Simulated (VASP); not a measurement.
# C (P6_3/mmc) in VASP: a series of runs

Runs on C. Level: PBE+D3(BJ). Tasks: single point.

Everything below comes from runs of VASP 6.6.1. Logs are shortened: lines on timing, memory, paths and dates and some standing lists are left out, and cuts for length are marked.

## (1) The cell of the first run

It takes space group P6_3/mmc (No. 194, hexagonal). Conventional cell: a = 2.452 Å, b = 2.452 Å, c = 5.997 Å, α = 90.00°, β = 90.00°, γ = 120.00°. Within 1.9 Å of C (site symmetry -6m2) lie 3 C at 1.42 Å. C (site symmetry -6m2) has 3 C at 1.42 Å within 1.9 Å.

## (2) Single point, PBE+D3(BJ) (7.80 Å³/atom)

The input, INCAR:

```
  PREC = Accurate
  ENCUT = 520
  EDIFF = 1E-6
  ISMEAR = 0
  SIGMA = 0.1
  LREAL = False
  LASPH = True
  NELM = 60
  ALGO = Normal
  ISIF = 2
  LWAVE = False
  LCHARG = False
  GGA = PE
  IVDW = 12
  NBANDS = 16
```

The input, KPOINTS:

```
Automatic mesh
0
Gamma
  21 21 6
```

The input, POSCAR:

```
C
1.0
    2.4515451405      0.0000000000      0.0000000000
   -1.2257725702      2.1231003702      0.0000000000
    0.0000000000      0.0000000000      5.9967853466
C
4
Direct
    0.0000000000      0.0000000000      0.0025000000
    0.0000000000      0.0000000000      0.5025000000
    0.3333333333      0.6666666667      0.0025000000
    0.6666666667      0.3333333333      0.5025000000
```

Potentials or basis: VASP PAW PBE potentials, release 64 (C).

Run with:

```sh
> cat potpaw_PBE.64/C/POTCAR > POTCAR
> mpirun -np 1 vasp_std > vasp.out
```

OUTCAR:

```text
PREC = Accurate
   ENCUT = 520
   EDIFF = 1E-6
   ISMEAR = 0
   LREAL = False
   LASPH = True
   NELM = 60
   ISIF = 2
   GGA = PE
   IVDW = 12
 IVDW          = 12

 ion  position               nearest neighbor table
   1  0.000  0.000  0.002-   3 1.42   3 1.42   3 1.42
   2  0.000  0.000  0.502-   4 1.42   4 1.42   4 1.42
   3  0.333  0.667  0.002-   1 1.42   1 1.42   1 1.42
   4  0.667  0.333  0.502-   2 1.42   2 1.42   2 1.42

  LATTYP: Found a hexagonal cell.
 ALAT       =     2.4515451405
 C/A-ratio  =     2.4461247919

  Lattice vectors:

 A1 = (   2.4515451405,   0.0000000000,   0.0000000000)
 A2 = (  -1.2257725702,   2.1231003702,   0.0000000000)
 A3 = (   0.0000000000,   0.0000000000,   5.9967853466)

Analysis of symmetry for initial positions (statically):
=====================================================================
 Subroutine PRICEL returns:
 Original cell was already a primitive cell.

 Routine SETGRP: Setting up the symmetry group for a
 hexagonal supercell.

 Subroutine GETGRP returns: Found 24 space group operations
 (whereof  6 operations were pure point group operations)
 out of a pool of 24 trial point group operations.

The static configuration has the point symmetry C_3v.
 The point group associated with its full space group is D_6h.

Analysis of symmetry for dynamics (positions and initial velocities):
=====================================================================
 Subroutine PRICEL returns:
 Original cell was already a primitive cell.

 Routine SETGRP: Setting up the symmetry group for a
 hexagonal supercell.

 Subroutine GETGRP returns: Found 24 space group operations
 (whereof  6 operations were pure point group operations)
 out of a pool of 24 trial point group operations.

The dynamic configuration has the point symmetry C_3v.
 The point group associated with its full space group is D_6h.

 Subroutine INISYM returns: Found 24 space group operations
 (whereof  6 operations are pure point group operations),
 and found     1 'primitive' translations

----------------------------------------------------------------------------------------

                                     Primitive cell

  volume of cell :      31.2125

  direct lattice vectors                    reciprocal lattice vectors
     2.451545140  0.000000000  0.000000000     0.407906011  0.235504645  0.000000000
    -1.225772570  2.123100370  0.000000000     0.000000000  0.471009291  0.000000000
     0.000000000  0.000000000  5.996785347     0.000000000  0.000000000  0.166756010

  length of vectors
     2.451545140  2.451545140  5.996785347     0.471009291  0.471009291  0.166756010

  position of ions in fractional coordinates (direct lattice)
     0.000000000  0.000000000  0.002500000
     0.000000000  0.000000000  0.502500000
     0.333333333  0.666666667  0.002500000
     0.666666667  0.333333333  0.502500000

  ion indices of the primitive-cell ions
   primitive index   ion index
                 1           1
                 2           2
                 3           3
                 4           4

----------------------------------------------------------------------------------------

 KPOINTS: Automatic mesh

Automatic generation of k-mesh.
 Grid dimensions read from file:
 generate k-points for:   21   21    6

 Generating k-lattice:

  Cartesian coordinates                     Fractional coordinates (reciprocal lattice)
     0.019424096  0.011214507  0.000000000     0.047619048  0.000000000  0.000000000
     0.000000000  0.022429014  0.000000000     0.000000000  0.047619048  0.000000000
     0.000000000  0.000000000  0.027792668     0.000000000  0.000000000  0.166666667

  Length of vectors
     0.022429014  0.022429014  0.027792668

  Shift w.r.t. Gamma in fractional coordinates (k-lattice)
     0.000000000  0.000000000  0.000000000

 Subroutine IBZKPT returns following result:
 ===========================================

 Found    192 irreducible k-points:

 Following reciprocal coordinates:
            Coordinates               Weight
  0.000000  0.000000  0.000000      1.000000
  0.047619  0.000000  0.000000      6.000000
  0.095238 -0.000000  0.000000      6.000000
  0.142857  0.000000  0.000000      6.000000
  0.190476 -0.000000  0.000000      6.000000
  0.238095 -0.000000  0.000000      6.000000
[... 16 lines left out ...]
  0.142857  0.095238  0.000000     12.000000
  0.190476  0.095238  0.000000     12.000000
 [... further k-points ...]
   k-points           NKPTS =    192   k-points in BZ     NKDIM =    192   number of bands    NBANDS=     16
   number of dos      NEDOS =    301   number of ions     NIONS =      4
   total plane-waves  NPLWV =  15552
   dimension x,y,z NGX =    18 NGY =   18 NGZ =   48
   dimension x,y,z NGXF=    36 NGYF=   36 NGZF=   96
   ions per type =               4
   NGX,Y,Z   is equivalent  to a cutoff of  12.21, 12.21, 13.31 a.u.
   NGXF,Y,Z  is equivalent  to a cutoff of  24.41, 24.41, 26.61 a.u.
 SYSTEM =  unknown system
   PREC   = accura    normal or accurate (medium, high low for compatibility)
   ISTART =      0    job   : 0-new  1-cont  2-samecut
   ICHARG =      2    charge: 1-file 2-atom 10-const
   ISPIN  =      1    spin polarized calculation?
   LNONCOLLINEAR =      F non collinear calculations
   LSORBIT =      F    spin-orbit coupling
   LASPH  =      T    aspherical Exc in radial PAW
   ENCUT  =  520.0 eV  38.22 Ry    6.18 a.u.   4.56  4.56 11.15*2*pi/ulx,y,z
   NELM   =     60;   NELMIN=  2; NELMDL= -5     # of ELM steps
   EDIFF  = 0.1E-05   stopping-criterion for ELM
   LREAL  =      F    real-space projection
   EDIFFG = 0.1E-04   stopping-criterion for IOM
   NSW    =      0    number of steps for IOM
   IBRION =     -1    ionic relax: 0-MD 1-quasi-New 2-CG
   NFREE  =      0    steps in history (QN), initial steepest desc. (CG)
   ISIF   =      2    stress and relaxation
   ISYM   =      2    0-nonsym 1-usesym 2-fastsym
   POTIM  = 0.5000    time-step for ionic-motion
   TEBEG  =    0.0;   TEEND  =   0.0 temperature during run
   PSTRESS=    0.0 pullay stress
   NELECT =      16.0000    total number of electrons
   NUPDOWN=      -1.0000    fix difference up-down
   EMIN   =  10.00;   EMAX   =-10.00  energy-range for DOS
   EFERMI =   0.00;   METHOD = LEGACY
   ISMEAR =     0;   SIGMA  =   0.10  broadening in eV -4-tet -1-fermi 0-gaus
   EFERMI_NEDOS =   21; number of points for ismear=-14 and -15
   IALGO  =     38    algorithm
   IMIX   =      4    mixing-type and parameters
     AMIX     =   0.40;   BMIX     =  1.00
     AMIX_MAG =   1.60;   BMIX_MAG =  1.00
  volume/ion in A,a.u.               =       7.80        52.66
  Fermi-wavevector in a.u.,A,eV,Ry     =   1.310203  2.475924 23.356187  1.716631
  Thomas-Fermi vector in A             =   2.440749
   LORBIT       =      0    0 simple, 1 ext, 2 COOP (PROOUT), +10 PAW based schemes
   GGA     = PE    functional components
   LHFCALC =     F    Hartree Fock is set to
   AEXX    =    0.0000 exact exchange contribution
   IVDW    =    12    specifies the selected vdW correction
   LEPSILON=     F    determine dielectric tensor
   LRPA    =     F    only Hartree local field effects (RPA)
 non-spin polarized calculation
 Gauss-broadening in eV      SIGMA  =   0.10
  energy-cutoff  :      520.00
  volume of cell :       31.21
 maximum number of plane-waves:       860
   NGX =  9   NGY =  9   NGZ = 23

 number of electron      15.9999996 magnetization

 Free energy of the ion-electron system (eV)
  ---------------------------------------------------
  ext. energy  EPLUGINS =         0.00000000
  ---------------------------------------------------
  free energy    TOTEN  =       -36.67287427 eV

  energy without entropy =      -36.67234845  energy(sigma->0) =      -36.67261136

 E-fermi :   5.7915     XC(G=0): -11.1349

 val. band max:        5.7624320456   @ k =   0.3333   0.3333   0.1667
 cond. band min:       5.7969834445   @ k =   0.3333   0.3333   0.5000
 fundamental gap:      0.0345513989
 Fermi energy:         5.7914704934

 k-point     1 :       0.0000    0.0000    0.0000
  band No.  band energies     occupation
      1     -14.1288      2.00000
      2     -13.4555      2.00000
      3      -3.3590      2.00000
      4      -0.0221      2.00000
      5       2.8266      2.00000
      6       2.8266      2.00000
[... 8 lines left out ...]
     15      17.7432      0.00000
     16      18.5050      0.00000

 k-point     2 :       0.0476    0.0000    0.0000
  band No.  band energies     occupation
      1     -14.0736      2.00000
      2     -13.4023      2.00000
      3      -3.2918      2.00000
      4       0.0386      2.00000
      5       2.5972      2.00000
      6       2.6659      2.00000
[... 8 lines left out ...]
     15      17.5594      0.00000
     16      18.5982      0.00000

 k-point     3 :       0.0952   -0.0000    0.0000
  band No.  band energies     occupation
      1     -13.9083      2.00000
      2     -13.2427      2.00000
      3      -3.0907      2.00000
      4       0.2198      2.00000
      5       1.9571      2.00000
      6       2.0598      2.00000
[... 8 lines left out ...]
     15      17.0318      0.00000
     16      18.8916      0.00000

 k-point     4 :       0.1429    0.0000    0.0000
  band No.  band energies     occupation
      1     -13.6334      2.00000
      2     -12.9775      2.00000
      3      -2.7568      2.00000
      4       0.5192      2.00000
      5       1.0112      2.00000
      6       1.1566      2.00000
[... 8 lines left out ...]
     15      16.3230      0.00000
     16      19.3795      0.00000
[... 324 lines left out ...]
 k-point    22 :       0.0952    0.0952    0.0000
  band No.  band energies     occupation
      1     -13.4689      2.00000
      2     -12.8188      2.00000
      3      -2.5574      2.00000
      4       0.6872      2.00000
      5       0.6973      2.00000
      6       0.7817      2.00000
[... 8 lines left out ...]
     15      16.3373      0.00000
     16      19.9030      0.00000

 k-point    23 :       0.1429    0.0952    0.0000
  band No.  band energies     occupation
      1     -13.0862      2.00000
      2     -12.4495      2.00000
      3      -2.0946      2.00000
      4      -0.2820      2.00000
      5      -0.1429      2.00000
      6       0.8678      2.00000
[... 8 lines left out ...]
     15      17.1438      0.00000
     16      20.0394      0.00000

 k-point    24 :       0.1905    0.0952    0.0000
  band No.  band energies     occupation
      1     -12.5969      2.00000
      2     -11.9774      2.00000
      3      -1.5057      2.00000
      4      -1.4194      2.00000
      5      -1.2156      2.00000
      6       0.2661      2.00000
[... 8 lines left out ...]
     15      18.2712      0.00000
     16      20.1785      0.00000

 [... further k-points ...]

------------------------ aborting loop because EDIFF is reached ----------------------------------------

 Edisp (eV)   -0.71082

 E8    (eV) :    -0.2042

  FORCE on cell =-STRESS in cart. coord.  units (eV):
  Direction    XX          YY          ZZ          XY          YZ          ZX
  --------------------------------------------------------------------------------------
  -------------------------------------------------------------------------------------
  Total       1.69544     1.69544     1.51632     0.00000    -0.00000     0.00000
  in kB      87.02908    87.02908    77.83482     0.00000    -0.00000     0.00000
  external pressure =       83.96 kB  Pullay stress =        0.00 kB

 VOLUME and BASIS-vectors are now :
 -----------------------------------------------------------------------------
  energy-cutoff  :      520.00
  volume of cell :       31.21
      direct lattice vectors                 reciprocal lattice vectors
     2.451545140  0.000000000  0.000000000     0.407906011  0.235504645  0.000000000
    -1.225772570  2.123100370  0.000000000     0.000000000  0.471009291  0.000000000
     0.000000000  0.000000000  5.996785347     0.000000000  0.000000000  0.166756010

 POSITION                                       TOTAL-FORCE (eV/Angst)
 -----------------------------------------------------------------------------------
      0.00000      0.00000      0.01499        -0.000000      0.000000      0.000000
      0.00000      0.00000      3.01338         0.000000      0.000000      0.000000
     -0.00000      1.41540      0.01499         0.000000      0.000000     -0.000000
      1.22577      0.70770      3.01338        -0.000000     -0.000000      0.000000
 -----------------------------------------------------------------------------------
    total drift:                                0.000000      0.000000      0.000008

  FREE ENERGIE OF THE ION-ELECTRON SYSTEM (eV)
  ---------------------------------------------------
  free  energy   TOTEN  =       -37.3836990370 eV

  energy  without entropy=      -37.3831732251  energy(sigma->0) =      -37.38343613
```

It took 54 s on 1 thread of Intel Xeon Platinum 8488C (Sapphire Rapids), shared host; peak memory 0.19 GiB.

What came out:

- Free energy: -37.3837 eV
- Pressure: 8.4 GPa
- Band gap on the k mesh: zero (bands 8 and 9 overlap by 0.08 eV)
- Dispersion energy per atom: -0.178 eV

Stress tensor (GPa, compression positive):
```
8.70 0.00 0.00
0.00 8.70 0.00
0.00 0.00 7.78
```

Caveat: the cell stands under pressure.

## (3) Single point, PBE+D3(BJ) (8.07 Å³/atom)

This run uses another cell than the first one, of 8.07 Å³/atom.

The input, INCAR:

```
SYSTEM = C
PREC     = Accurate       ! precision mode
ENCUT    = 520            ! plane-wave cutoff, eV
EDIFF    = 1E-6           ! SCF threshold, eV
ISMEAR   = 0              ! smearing method
SIGMA    = 0.1            ! smearing width, eV
LREAL    = .False.        ! projectors in reciprocal space
LASPH    = .True.         ! aspherical terms in the spheres
NELM     = 60             ! most SCF steps
ALGO     = Normal         ! electronic algorithm
ISIF     = 2              ! what is computed and relaxed
LWAVE    = .False.        ! write WAVECAR
LCHARG   = .False.        ! write CHGCAR
GGA      = PE             ! functional
IVDW     = 12             ! dispersion correction
NBANDS   = 16             ! bands
```

The input, KPOINTS:

```
Automatic mesh
0
Gamma
  21 21 6
  0 0 0
```

The input, POSCAR:

```
C
1.0
    2.4561688966      0.0000000000      0.0000000000
   -1.2280844483      2.1271046605      0.0000000000
    0.0000000000      0.0000000000      6.1778954966
C
4
Direct
    0.0000000000      0.0000000000      0.0025000000
    0.0000000000      0.0000000000      0.5025000000
    0.3333333333      0.6666666667      0.0025000000
    0.6666666667      0.3333333333      0.5025000000
```

Potentials or basis: VASP PAW PBE potentials, release 64 (C).

Run with:

```sh
> cat potpaw_PBE.64/C/POTCAR > POTCAR
> mpirun -np 1 vasp_std > vasp.out
```

Wall time 48 s (1 thread of Intel Xeon Platinum 8488C (Sapphire Rapids), shared host); peak memory 0.2 GiB.

It converged, with:

```yaml
Free_energy: -37.4268 eV
Pressure: 5.4 GPa
Band_gap_on_the_k_mesh: zero (bands 8 and 9 overlap by 0.06 eV)
Dispersion_energy_per_atom: -0.172 eV
```

Stress tensor (GPa, compression positive):
```
5.70 0.00 0.00
0.00 5.70 0.00
0.00 0.00 4.83
```

Levels at points of the mesh, in eV from the Fermi level:
```
           k point  band 4  band 5  band 6  band 7  band 8  band 9  band 10  band 11  band 12  band 13
(0.00, 0.00, 0.00)   -6.03   -2.98   -2.98   -2.94   -2.94    5.11     8.41     8.41     8.51     8.51
(0.00, 0.00, 0.50)   -7.66   -2.96   -2.96   -2.96   -2.96    8.46     8.46     8.46     8.46     8.46
```

Caveat: the cell stands under pressure.

## (4) Single point, PBE+D3(BJ) (8.34 Å³/atom)

This run uses another cell than the first one, of 8.34 Å³/atom.

The input, INCAR:

```
SYSTEM = C
PREC     = Accurate       ! precision mode
ENCUT    = 520            ! plane-wave cutoff, eV
EDIFF    = 1E-6           ! SCF threshold, eV
ISMEAR   = 0              ! smearing method
SIGMA    = 0.1            ! smearing width, eV
LREAL    = .FALSE.        ! projectors in reciprocal space
LASPH    = .TRUE.         ! aspherical terms in the spheres
NELM     = 80             ! most SCF steps
ALGO     = Normal         ! electronic algorithm
ISIF     = 2              ! what is computed and relaxed
LWAVE    = .FALSE.        ! write WAVECAR
LCHARG   = .FALSE.        ! write CHGCAR
GGA      = PE             ! functional
IVDW     = 12             ! dispersion correction
NBANDS   = 16             ! bands
```

The input, KPOINTS:

```
Automatic mesh
0
G
  21 21 6
  0 0 0
```

The input, POSCAR:

```
C
1.0
    2.4598726390      0.0000000000      0.0000000000
   -1.2299363195      2.1303121954      0.0000000000
    0.0000000000      0.0000000000      6.3623598677
C
4
Direct
    0.0000000000      0.0000000000      0.0025000000
    0.0000000000      0.0000000000      0.5025000000
    0.3333333333      0.6666666667      0.0025000000
    0.6666666667      0.3333333333      0.5025000000
```

Run with:

```sh
> cat potpaw_PBE.64/C/POTCAR > POTCAR
> mpirun -np 1 vasp_std > vasp.out
```

Wall time 50 s (1 thread of Intel Xeon Platinum 8488C (Sapphire Rapids), shared host); peak memory 0.2 GiB.

It converged, with:

* Free energy: -37.4526 eV
* Pressure: 3.2 GPa
* Band gap on the k mesh: zero (bands 8 and 9 overlap by 0.05 eV)
* Dispersion energy per atom: -0.166 eV

Stress tensor (GPa, compression positive):
```
3.47 0.00 0.00
0.00 3.47 0.00
0.00 0.00 2.64
```

Levels at points of the mesh, in eV from the Fermi level:
```
           k point  band 6  band 7  band 8  band 9  band 10  band 11
(0.00, 0.00, 0.00)   -2.99   -2.96   -2.96    4.78     8.37     8.37
(0.00, 0.00, 0.50)   -2.98   -2.98   -2.98    7.87     7.87     8.41
```

Caveat: the cell stands under pressure.

## (5) Single point, PBE+D3(BJ) (8.60 Å³/atom)

This run uses another cell than the first one, of 8.60 Å³/atom.

The input, INCAR:

```
SYSTEM = C
PREC = Accurate
ENCUT = 520
EDIFF = 1E-6
ISMEAR = 0
SIGMA = 0.1
LREAL = .False.
LASPH = .True.
NELM = 60
ALGO = Normal
ISIF = 2
LWAVE = .False.
LCHARG = .True.
GGA = PE
IVDW = 12
LELF = .True.
LVHAR = .True.
NBANDS = 16
```

The input, KPOINTS:

```
Automatic mesh
0
Gamma
  21 21 6
  0 0 0
```

The input, POSCAR:

```
C
1.0
    2.4627663690      0.0000000000      0.0000000000
   -1.2313831845      2.1328182392      0.0000000000
    0.0000000000      0.0000000000      6.5499943563
C
4
Direct
    0.0000000000      0.0000000000      0.0025000000
    0.0000000000      0.0000000000      0.5025000000
    0.3333333333      0.6666666667      0.0025000000
    0.6666666667      0.3333333333      0.5025000000
```

Run with:

```sh
> cat potpaw_PBE.64/C/POTCAR > POTCAR
> mpirun -np 1 vasp_std > vasp.out
```

Wall time 55 s (1 thread of Intel Xeon Platinum 8488C (Sapphire Rapids), shared host); peak memory 0.2 GiB.

Results (log left out):

```
Free energy                : -37.4658 eV
Pressure                   : 1.6 GPa
Band gap on the k mesh     : zero (bands 8 and 9 overlap by 0.03 eV)
Dispersion energy per atom : -0.161 eV
```

Stress tensor (GPa, compression positive):
```
1.85 0.00 0.00
0.00 1.85 0.00
0.00 0.00 1.04
```

Levels at points of the mesh, in eV from the Fermi level:
```tsv
k point	band 5	band 6	band 7	band 8	band 9	band 10	band 11	band 12
(0.00, 0.00, 0.00)	-3.00	-3.00	-2.98	-2.98	4.50	8.35	8.35	8.41
(0.00, 0.00, 0.50)	-2.99	-2.99	-2.99	-2.99	7.33	7.33	8.38	8.38
```

## (6) The runs side by side

```tsv
cell	gap on the mesh (eV)	pressure (GPa)
a = 2.452, b = 2.452, c = 5.997 Å, angles 90.0, 90.0, 120.0°, 4 atoms	none	8.4
a = 2.456, b = 2.456, c = 6.178 Å, angles 90.0, 90.0, 120.0°, 4 atoms	none	5.4
a = 2.460, b = 2.460, c = 6.362 Å, angles 90.0, 90.0, 120.0°, 4 atoms	none	3.2
a = 2.463, b = 2.463, c = 6.550 Å, angles 90.0, 90.0, 120.0°, 4 atoms	none	1.6
```

Alike in all rows: task single point; level PBE+D3(BJ); potentials or basis VASP PAW PBE potentials, release 64 (C); no spin polarisation; k mesh 21 × 21 × 6; cutoff (eV) 520; smearing gaussian 0.1 eV.

Caveats: the cell stands under pressure (at least some runs).

Absolute energies hang on the potentials; compare differences alone.
